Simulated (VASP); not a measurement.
# Al: relaxation of the atoms with LDA

The system is Al, a slab with vacuum.

```xyz
4
Lattice="2.8168 0.0000 0.0000 -1.4084 2.4395 0.0000 0.0000 0.0000 23.8998" Properties=species:S:1:pos:R:3 pbc="T T T"
Al    1.4084    0.8132    8.5000
Al    0.0000    1.6263   10.7999
Al    0.0000    0.0000   13.0999
Al    1.4084    0.8132   15.3998
```

```
Program                   : VASP 6.6.1
Task                      : relaxation of the atoms
Functional                : LDA
Potentials or basis       : VASP PAW LDA potentials, release 64 (Al)
Cutoff                    : 520 eV
k mesh                    : 12 × 12 × 1
Occupations               : gaussian, width 0.1 eV
Spin                      : no spin polarisation
Dipole correction         : yes
Atoms held fixed (from 0) : [0, 1]
Further INCAR settings    : ALGO = Normal; EDIFF = 1e-06; IBRION = 2; EDIFFG = -0.03; NSW = 90
```

The energy gained by relaxing is 0.2 meV/atom, the ionic steps are 3 and the band gap on the k mesh is zero (bands 6 and 7 overlap by 1.88 eV).

Step by step:
```
step  energy change (eV)  largest force on free atoms (eV/Å)  pressure (GPa)
   1              0.0000                              0.1095           -0.75
   2             -0.0005                              0.0701           -0.75
   3             -0.0009                              0.0182           -0.76
```

Final structure:
```
CELL_PARAMETERS angstrom
2.81684 0.00000 0.00000
-1.40842 2.43946 0.00000
0.00000 0.00000 23.89983
ATOMIC_POSITIONS crystal
Al 0.66667 0.33333 0.35565
Al 0.33333 0.66667 0.45188
Al 0.00000 0.00000 0.54754
Al 0.66667 0.33333 0.64455
```

Levels at points of the mesh, in eV from the Fermi level:
| k point | band 3 | band 4 | band 5 | band 6 | band 7 | band 8 | band 9 | band 10 |
| --- | --- | --- | --- | --- | --- | --- | --- | --- |
| (0.00, 0.00, 0.00) | -8.27 | -5.98 | -3.49 | -0.55 | 2.04 | 3.62 | 4.18 | 5.29 |
| (0.50, 0.00, 0.00) | -3.98 | -3.92 | -2.57 | -1.94 | -0.03 | 0.13 | 2.16 | 2.49 |

It took 59 s on 1 thread of Intel(R) Xeon(R) Platinum 8375C CPU @ 2.90GHz (Ice Lake), on a shared host, peak memory 0.24 GiB.
